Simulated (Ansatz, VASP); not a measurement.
**Two plane-wave programs on KI**

The input INCAR:

```
SYSTEM = KI
PREC     = Accurate       ! precision mode
ENCUT    = 520            ! plane-wave cutoff, eV
EDIFF    = 1E-6           ! SCF threshold, eV
ISMEAR   = 0              ! smearing method
SIGMA    = 0.05           ! smearing width, eV
LREAL    = .False.        ! projectors in reciprocal space
LASPH    = .True.         ! aspherical terms in the spheres
NELM     = 100            ! most SCF steps
ALGO     = Normal         ! electronic algorithm
ISIF     = 2              ! what is computed and relaxed
LWAVE    = .False.        ! write WAVECAR
LCHARG   = .True.         ! write CHGCAR
GGA      = PS             ! functional
LELF     = .True.         ! ELF
LVHAR    = .True.       
NBANDS   = 15             ! bands
```

File KPOINTS:

```
Automatic mesh
0
Gamma
  6 6 6
  0 0 0
```

Contents of POSCAR:

```
KI
1.0
    3.9479009272      0.0000000000      0.0000000000
    0.0000000000      3.9479009272      0.0000000000
    0.0000000000      0.0000000000      3.9479009272
K I
1 1
Direct
    0.0000000000      0.0000000000      0.0000000000
    0.5000000000      0.5000000000      0.5000000000
```

Input for Ansatz:

```yaml
crystal:
  lattice:
    - [3.9479009272, 0.0, 0.0]
    - [0.0, 3.9479009272, 0.0]
    - [0.0, 0.0, 3.9479009272]
  atoms:
    - { symbol: K, position: [0.0, 0.0, 0.0] }
    - { symbol: I, position: [0.5, 0.5, 0.5] }
basis:
  ecutwfc: 420
kpoints:
  mp_grid: { grid: [6, 6, 6] }
hamiltonian:
  xc: pbesol
scf:
  occupations: { method: gaussian, width: 0.05 }
output:
  forces: true
  stress: true
  eigenvalues: true
```

Change from the starting cell: strain -0.080 along x and y, -0.080 along z, atoms carried along.

Alike in both runs: task single point; functional PBEsol; k mesh 6 × 6 × 6; occupations gaussian, width 0.05 eV; no spin polarisation.

|  | VASP | Ansatz |
| --- | --- | --- |
| version | VASP 6.6.1 | Ansatz 0.2.0 |
| potentials or method | VASP PAW PBE potentials, release 64 (K_sv, I), cutoff 520 eV | scalar-relativistic, plane waves, PAW |
| valence electrons in the cell | 16 | 26 |

```csv
,VASP,Ansatz,Ansatz less VASP
gap on the k mesh at the Fermi level (eV),3.42,3.44,+0.016
least direct gap on the mesh (eV),3.42,3.44,+0.016
pressure (GPa),5.1,5.1,-0.09
```

VASP's potentials were made for PBE, not for PBEsol. VASP's potentials hold 16 valence electrons a cell and Ansatz's 26, so a difference there can come from the potentials and not from the codes.

Neither program's run includes spin-orbit coupling.
